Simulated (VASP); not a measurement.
# SiO2 (Im-3m) in VASP: a series of runs, part 2 of 2

VASP 6.6.1.

## 3. Single point, r2SCAN (17.71 Å³/atom)

This run uses another cell than the first one, of 17.71 Å³/atom.

Contents of POSCAR:

```
SiO2
1.0
   -4.7361129931      4.7361129931      4.7361129931
    4.7361129931     -4.7361129931      4.7361129931
    4.7361129931      4.7361129931     -4.7361129931
Si O
8 16
Direct
    0.3140952238      0.3140952238      0.3140952238
    0.0000000000      0.3140952238      0.0000000000
    0.0000000000      0.0000000000      0.3140952238
    0.3140952238      0.0000000000      0.0000000000
    0.0000000000      0.0000000000      0.6859047762
    0.6859047762      0.0000000000      0.0000000000
    0.0000000000      0.6859047762      0.0000000000
    0.6859047762      0.6859047762      0.6859047762
    0.5000000000      0.5000000000      0.5000000000
    0.0000000000      0.5000000000      0.0000000000
    0.0000000000      0.0000000000      0.5000000000
    0.5000000000      0.0000000000      0.0000000000
    0.1953949711      0.1953949711      0.3907899422
    0.1953949711      0.3907899422      0.1953949711
    0.8046050289      0.0000000000      0.1953949711
    0.0000000000      0.8046050289      0.1953949711
    0.3907899422      0.1953949711      0.1953949711
    0.1953949711      0.8046050289      0.0000000000
    0.8046050289      0.1953949711      0.0000000000
    0.1953949711      0.0000000000      0.8046050289
    0.6092100578      0.8046050289      0.8046050289
    0.8046050289      0.6092100578      0.8046050289
    0.0000000000      0.1953949711      0.8046050289
    0.8046050289      0.8046050289      0.6092100578
```

Contents of INCAR.step1:

```
PREC = Accurate
ENCUT = 520
ISMEAR = 0
SIGMA = 0.02
LREAL = Auto
LASPH = True
NELM = 80
NBANDS = 82
GGA = PE
ALGO = Normal
EDIFF = 1E-4
LWAVE = True
LCHARG = False
```

Contents of INCAR.step2:

```
PREC = Accurate
ENCUT = 520
EDIFF = 1E-6
ISMEAR = 0
SIGMA = 0.02
LREAL = Auto
LASPH = True
NELM = 80
ALGO = Normal
ISIF = 2
LWAVE = False
LCHARG = False
METAGGA = R2SCAN
LMIXTAU = True
NBANDS = 82
ISTART = 1
```

Contents of KPOINTS:

```
Automatic mesh
0
Gamma
  4 4 4
```

Potentials or basis: VASP PAW PBE potentials, release 64 (Si, O).

On the command line:

```
$ cat potpaw_PBE.64/Si/POTCAR potpaw_PBE.64/O/POTCAR > POTCAR
$ cp INCAR.step1 INCAR
$ mpirun -np 1 vasp_std > vasp.out
$ cp INCAR.step2 INCAR
$ mpirun -np 1 vasp_std > vasp.out
```

OUTCAR:

```text
PREC = Accurate
   ENCUT = 520
   EDIFF = 1E-6
   ISMEAR = 0
   LREAL = Auto
   LASPH = True
   NELM = 80
   ISIF = 2
   METAGGA = R2SCAN
   ISTART = 1

 ion  position               nearest neighbor table
   1  0.314  0.314  0.314-   9 1.53  13 1.57  14 1.57  17 1.57   3 2.98   4 2.98   2 2.98   8 3.05

   2  0.000  0.314  0.000-  10 1.53  14 1.57  19 1.57  23 1.57   5 2.98   6 2.98   1 2.98   7 3.05

   3  0.000  0.000  0.314-  11 1.53  13 1.57  15 1.57  16 1.57   6 2.98   7 2.98   1 2.98   5 3.05
[... 13 lines left out ...]
  11  0.000  0.000  0.500-   3 1.53   5 1.53
  12  0.500  0.000  0.000-   4 1.53   6 1.53
  13  0.195  0.195  0.391-   1 1.57   3 1.57
  14  0.195  0.391  0.195-   1 1.57   2 1.57
[... 8 lines left out ...]
  23  0.000  0.195  0.805-   2 1.57   5 1.57
  24  0.805  0.805  0.609-   5 1.57   8 1.57

  LATTYP: Found a body centered cubic cell.
 ALAT       =     9.4722259862

  Lattice vectors:

 A1 = (  -4.7361129931,   4.7361129931,   4.7361129931)
 A2 = (   4.7361129931,  -4.7361129931,   4.7361129931)
 A3 = (   4.7361129931,   4.7361129931,  -4.7361129931)

Analysis of symmetry for initial positions (statically):
[... 205 lines left out ...]
 fundamental gap:      5.9680245927
 Fermi energy:        -1.9178542825

 k-point     1 :       0.0000    0.0000    0.0000
  band No.  band energies     occupation
      1     -22.8806      2.00000
      2     -21.8829      2.00000
      3     -21.8829      2.00000
      4     -21.8829      2.00000
      5     -21.8560      2.00000
      6     -21.8560      2.00000
[... 621 lines left out ...]
     75       9.4749      0.00000
     76       9.5734      0.00000
 [bands above 76 left out]

------------------------ aborting loop because EDIFF is reached ----------------------------------------

  FORCE on cell =-STRESS in cart. coord.  units (eV):
  Direction    XX          YY          ZZ          XY          YZ          ZX
  --------------------------------------------------------------------------------------
  -------------------------------------------------------------------------------------
  Total       42.8757635     42.8757635     42.8757635      0.0000000      0.0000000     -0.0000000
  in kB      161.6576614    161.6576614    161.6576614      0.0000000      0.0000000     -0.0000000
  external PRESSURE =     161.6576614 kB  Pullay stress =       0.0000000 kB

 VOLUME and BASIS-vectors are now :
 -----------------------------------------------------------------------------
  energy-cutoff  :      520.00
  volume of cell :      424.94
      direct lattice vectors                 reciprocal lattice vectors
    -4.736112993  4.736112993  4.736112993     0.000000000  0.105571806  0.105571806
     4.736112993 -4.736112993  4.736112993     0.105571806  0.000000000  0.105571806
     4.736112993  4.736112993 -4.736112993     0.105571806  0.105571806  0.000000000

 POSITION                                       TOTAL-FORCE (eV/Angst)
 -----------------------------------------------------------------------------------
      1.48759      1.48759      1.48759         0.086825      0.086825      0.086825
      1.48759     -1.48759      1.48759         0.086825     -0.086825      0.086825
      1.48759      1.48759     -1.48759         0.086825      0.086825     -0.086825
     -1.48759      1.48759      1.48759        -0.086825      0.086825      0.086825
      3.24852      3.24852     -3.24852        -0.086825     -0.086825      0.086825
     -3.24852      3.24852      3.24852         0.086825     -0.086825     -0.086825
[... 16 lines left out ...]
      4.73611      2.88529     -2.88529        -0.000000      0.014494     -0.014494
      2.88529      2.88529      4.73611         0.014494      0.014494      0.000000
 -----------------------------------------------------------------------------------
    total drift:                                0.000000      0.000000     -0.000000

  FREE ENERGIE OF THE ION-ELECTRON SYSTEM (eV)
  ---------------------------------------------------
  free  energy   TOTEN  =      -235.1149125301 eV

  energy  without entropy=     -235.1149125301  energy(sigma->0) =     -235.11491253
```

Run time: 19 min. Hardware: 1 thread of AMD EPYC 9R45 (Zen 5), shared host; peak memory 0.68 GiB.

Results:

```yaml
Free_energy: -235.1149 eV
Pressure: 16.2 GPa
Largest_force: 0.150 eV/Å
Band_gap_on_the_k_mesh: 5.97 eV
```

Forces on the atoms (eV/Å):
```
Si   0.087  0.087  0.087
Si   0.087 -0.087  0.087
Si   0.087  0.087 -0.087
Si  -0.087  0.087  0.087
Si  -0.087 -0.087  0.087
Si   0.087 -0.087 -0.087
Si  -0.087  0.087 -0.087
Si  -0.087 -0.087 -0.087
O    0.000  0.000  0.000
O    0.000  0.000  0.000
O    0.000  0.000  0.000
O    0.000  0.000  0.000
O   -0.014 -0.014  0.000
O   -0.014  0.000 -0.014
O   -0.014  0.000  0.014
O    0.000 -0.014  0.014
O    0.000 -0.014 -0.014
O    0.014 -0.014  0.000
O   -0.014  0.014  0.000
O    0.014  0.000 -0.014
O    0.000  0.014  0.014
O    0.014  0.000  0.014
O    0.000  0.014 -0.014
O    0.014  0.014  0.000
```

Levels at points of the mesh, in eV from the valence-band top:
```csv
k point,band 60,band 61,band 62,band 63,band 64,band 65,band 66,band 67,band 68,band 69
"(0.00, 0.00, 0.00)",-1.07,-0.02,0.00,0.00,0.00,5.97,8.07,9.79,9.79,10.13
"(0.50, 0.00, 0.00)",-0.36,-0.29,-0.24,-0.11,-0.03,6.36,8.06,8.67,9.43,9.76
"(0.50, 0.50, 0.50)",-0.81,-0.81,-0.05,-0.01,-0.01,6.54,8.89,8.89,8.97,8.97
```

Caveat: the cell stands under pressure; the PAW data sets were made with another functional, which shifts forces and pressure a little. A k mesh can miss the band edges.

## 4. Single point, r2SCAN (18.31 Å³/atom)

This run uses another cell than the first one, of 18.31 Å³/atom.

Contents of POSCAR:

```
SiO2
1.0
   -4.7893322003      4.7893322003      4.7893322003
    4.7893322003     -4.7893322003      4.7893322003
    4.7893322003      4.7893322003     -4.7893322003
Si O
8 16
Direct
    0.3141437986      0.3141437986      0.3141437986
    0.0000000000      0.3141437986      0.0000000000
    0.0000000000      0.0000000000      0.3141437986
    0.3141437986      0.0000000000      0.0000000000
    0.0000000000      0.0000000000      0.6858562014
    0.6858562014      0.0000000000      0.0000000000
    0.0000000000      0.6858562014      0.0000000000
    0.6858562014      0.6858562014      0.6858562014
    0.5000000000      0.5000000000      0.5000000000
    0.0000000000      0.5000000000      0.0000000000
    0.0000000000      0.0000000000      0.5000000000
    0.5000000000      0.0000000000      0.0000000000
    0.1935873684      0.1935873684      0.3871747368
    0.1935873684      0.3871747368      0.1935873684
    0.8064126316      0.0000000000      0.1935873684
    0.0000000000      0.8064126316      0.1935873684
    0.3871747368      0.1935873684      0.1935873684
    0.1935873684      0.8064126316      0.0000000000
    0.8064126316      0.1935873684      0.0000000000
    0.1935873684      0.0000000000      0.8064126316
    0.6128252632      0.8064126316      0.8064126316
    0.8064126316      0.6128252632      0.8064126316
    0.0000000000      0.1935873684      0.8064126316
    0.8064126316      0.8064126316      0.6128252632
```

Contents of INCAR.step1:

```
PREC = Accurate ; ENCUT = 520
ISMEAR = 0 ; SIGMA = 0.02
LREAL = Auto ; LASPH = T
NELM = 80 ; NBANDS = 82
GGA = PE ; ALGO = Normal
EDIFF = 1E-4 ; LWAVE = T
LCHARG = F
```

Contents of INCAR.step2:

```
PREC = Accurate ; ENCUT = 520
EDIFF = 1E-7 ; ISMEAR = 0
SIGMA = 0.02 ; LREAL = Auto
LASPH = T ; NELM = 80
ALGO = Normal ; ISIF = 2
LWAVE = F ; LCHARG = F
METAGGA = R2SCAN ; LMIXTAU = T
NBANDS = 82 ; ISTART = 1
```

Contents of KPOINTS:

```
regular mesh
0
Gamma
  4 4 4
```

On the command line:

```
$ cat potpaw_PBE.64/Si/POTCAR potpaw_PBE.64/O/POTCAR > POTCAR
$ cp INCAR.step1 INCAR
$ mpirun -np 1 vasp_std > vasp.out
$ cp INCAR.step2 INCAR
$ mpirun -np 1 vasp_std > vasp.out
```

It took 22 min on 1 thread of AMD EPYC 9R45 (Zen 5), shared host; peak memory 0.69 GiB.

Results (log left out):

```
Free energy            : -236.3804 eV
Pressure               : 11.4 GPa
Largest force          : 0.122 eV/Å
Band gap on the k mesh : 6.15 eV
```

Forces on the atoms (eV/Å):
```
Si   0.070  0.070  0.070
Si   0.070 -0.070  0.070
Si   0.070  0.070 -0.070
Si  -0.070  0.070  0.070
Si  -0.070 -0.070  0.070
Si   0.070 -0.070 -0.070
Si  -0.070  0.070 -0.070
Si  -0.070 -0.070 -0.070
O    0.000  0.000  0.000
O    0.000  0.000  0.000
O    0.000  0.000  0.000
O    0.000  0.000  0.000
O   -0.015 -0.015  0.000
O   -0.015  0.000 -0.015
O   -0.015  0.000  0.015
O    0.000 -0.015  0.015
O    0.000 -0.015 -0.015
O    0.015 -0.015  0.000
O   -0.015  0.015  0.000
O    0.015  0.000 -0.015
O    0.000  0.015  0.015
O    0.015  0.000  0.015
O    0.000  0.015 -0.015
O    0.015  0.015  0.000
```

Levels at points of the mesh, in eV from the valence-band top:
| k point | band 62 | band 63 | band 64 | band 65 | band 66 | band 67 |
| --- | --- | --- | --- | --- | --- | --- |
| (0.00, 0.00, 0.00) | -0.03 | -0.03 | 0.00 | 6.15 | 8.09 | 9.70 |
| (0.50, 0.00, 0.00) | -0.26 | -0.14 | -0.01 | 6.62 | 7.99 | 8.59 |
| (0.50, 0.50, 0.50) | -0.05 | -0.05 | -0.02 | 6.83 | 8.80 | 8.80 |

Caveat: the cell stands under pressure; the PAW data sets were made with another functional, which shifts forces and pressure a little.

## 5. The runs side by side

```tsv
cell	gap on the mesh (eV)	pressure (GPa)	largest force (eV/Å)
a = 8.728 Å, angles 109.5°, 24 atoms, atomic positions A	6.10	-5.4	0.08
a = 8.203 Å, angles 109.5°, 24 atoms, atomic positions B	5.97	16.2	0.15
a = 8.295 Å, angles 109.5°, 24 atoms, atomic positions C	6.15	11.4	0.12
```

Alike in all rows: task single point; level r2SCAN; potentials or basis VASP PAW PBE potentials, release 64 (Si, O); no spin polarisation; k mesh 4 × 4 × 4; cutoff (eV) 520; smearing gaussian 0.02 eV.

Caveats: the PAW data sets were made with another functional, which shifts forces and pressure a little; the cell stands under pressure (at least some runs); the cell stands under tension (at least some runs).

Total energies depend on the potentials used, so only differences within one code and one set of settings carry meaning.
